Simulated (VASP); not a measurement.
Input of a VASP 6.6.1 run:

The input INCAR:

```
PREC = Accurate
ENCUT = 520
EDIFF = 1E-6
ISMEAR = 0
SIGMA = 0.1
LREAL = F
LASPH = T
NELM = 80
ALGO = Normal
ISIF = 2
LWAVE = F
LCHARG = F
GGA = PE
NBANDS = 32
```

KPOINTS

```
Automatic mesh
0
Gamma
  4 4 4
```

The input POSCAR:

```
ZrMo2C2
1.0
    4.3890225400      0.0000000000      0.0000000000
    0.0000000000      4.3890225400      0.0000000000
    0.0000000000      0.0000000000      4.3152035200
Zr Mo C
1 2 2
Direct
    0.0000000000      0.0000000000      0.0000000000
    0.5000000000      0.0000000000      0.5000000000
    0.0000000000      0.5000000000      0.5000000000
    0.5000000000      0.5000000000      0.7559399300
    0.5000000000      0.5000000000      0.2440600700
```

Potentials or basis: VASP PAW PBE potentials, release 64 (Zr_sv, Mo_sv, C).

Run with:

```bash
$ cat potpaw_PBE.64/Zr_sv/POTCAR potpaw_PBE.64/Mo_sv/POTCAR potpaw_PBE.64/C/POTCAR > POTCAR
$ mpirun -np 1 vasp_std > vasp.out
```

Q: What does it give for the pressure?

A: -33.5 GPa.

Q: Predict the band gap on the k mesh.

A: Zero (band 24 reaches 7.94 eV, above the bottom of band 25 at 7.19 eV).

Q: What does it give for the largest force?

A: 0.159 eV/Å.

Forces on the atoms (eV/Å):
```
Zr   0.000  0.000  0.000
Mo   0.000  0.000  0.000
Mo   0.000  0.000  0.000
C    0.000  0.000 -0.159
C    0.000  0.000  0.159
```

Caveat: the k points lie up to 0.36 Å⁻¹ apart.
